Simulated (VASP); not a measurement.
AlN, 2 atoms in the cell. Symmetry: I4/mmm, No. 139, tetragonal system. Conventional cell: a = 2.877 Å, b = 2.877 Å, c = 3.688 Å, α = 90.00°, β = 90.00°, γ = 90.00°. Within 2.4 Å of Al (site symmetry 4/mmm) lie 6 N at 1.84 to 2.03 Å. N (site symmetry 4/mmm) has 6 Al at 1.84 to 2.03 Å within 2.4 Å. 

- Program: VASP 6.6.1
- Task: single point
- Functional: LDA
- Potentials or basis: VASP PAW LDA potentials, release 64 (Al, N)
- Cutoff: 600 eV
- k mesh: 8 × 8 × 8
- Occupations: fermi-dirac, width 0.02 eV
- Spin: no spin polarisation
- Dipole correction: no
- Further INCAR settings: ALGO = Normal; EDIFF = 1e-06; NBANDS = 11

Potentials or basis: VASP PAW LDA potentials, release 64 (Al, N).

The run is started by

```bash
$ cat potpaw_LDA.64/Al/POTCAR potpaw_LDA.64/N/POTCAR > POTCAR
$ mpirun -np 1 vasp_std > vasp.out
```

Hardware: 1 thread of Intel Xeon 8259CL (shared host).

Question: How long does it take, and how much memory?

Answer: It took 12 s on 1 thread of Intel Xeon 8259CL, with other jobs on the host, peak memory 0.13 GiB. Counts: scf iterations 12, k points 59.
